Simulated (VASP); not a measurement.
Write the native input for VASP 6.6.1 that does the following.

- Task: single point
- Functional: r2SCAN
- Potentials or basis: VASP PAW PBE potentials, release 64 (Sr_sv, Cl)
- Cutoff: 520 eV
- k mesh: 8 × 8 × 8
- Occupations: gaussian, width 0.01 eV
- Spin: no spin polarisation
- Dipole correction: no
- Further INCAR settings: ALGO = Normal; EDIFF = 1e-07; NBANDS = 19

SrCl2:

```
Sr Cl
1.0
     2.00231    1.15604    6.33137
    -2.00231    1.15604    6.33137
     0.00000   -2.31207    6.33137
Sr Cl
1 2
Direct
  0.00008 0.00008 0.00008
  0.42263 0.42263 0.42263
  0.24396 0.24396 0.24396
```

This cell differs from its parent crystal: epitaxial xy strain -4.0%.

These files were run (other wordings do the same):

POSCAR

```
SrCl2
1.0
    2.0023140014      1.1560365277      6.3313700558
   -2.0023140014      1.1560365277      6.3313700558
    0.0000000000     -2.3120730554      6.3313700558
Sr Cl
1 2
Direct
    0.0000787938      0.0000787938      0.0000787938
    0.4226284405      0.4226284405      0.4226284405
    0.2439594324      0.2439594324      0.2439594324
```

INCAR.step1

```
ALGO = Normal
EDIFF = 1E-4
ENCUT = 520
GGA = PE
ISMEAR = 0
LASPH = T
LCHARG = F
LREAL = F
LWAVE = T
NBANDS = 19
NELM = 80
PREC = Accurate
SIGMA = 0.01
```

INCAR.step2

```
ALGO = Normal
EDIFF = 1E-7
ENCUT = 520
ISIF = 2
ISMEAR = 0
ISTART = 1
LASPH = T
LCHARG = T
LELF = T
LMIXTAU = T
LREAL = F
LVHAR = T
LWAVE = F
METAGGA = R2SCAN
NBANDS = 19
NELM = 80
PREC = Accurate
SIGMA = 0.01
```

KPOINTS

```
k-points
0
Gamma
  8 8 8
```

Potentials or basis: VASP PAW PBE potentials, release 64 (Sr_sv, Cl).

Run with:

```sh
$ cat potpaw_PBE.64/Sr_sv/POTCAR potpaw_PBE.64/Cl/POTCAR > POTCAR
$ cp INCAR.step1 INCAR
$ mpirun -np 1 vasp_std > vasp.out
$ cp INCAR.step2 INCAR
$ mpirun -np 1 vasp_std > vasp.out
```

It gave:

| Item | Value |
| --- | --- |
| Pressure | 2.5 GPa |
| Largest force | 0.011 eV/Å |
| Band gap on the k mesh | 5.00 eV, indirect (least direct gap 5.23 eV) |

Caveat: the cell differs from its parent crystal (epitaxial xy strain -4.0%); the PAW data sets were made with another functional, which shifts forces and pressure a little.

It took 10 min on 1 thread of Intel(R) Xeon(R) 6975P-C (Granite Rapids) (shared host), peak memory 0.44 GiB.
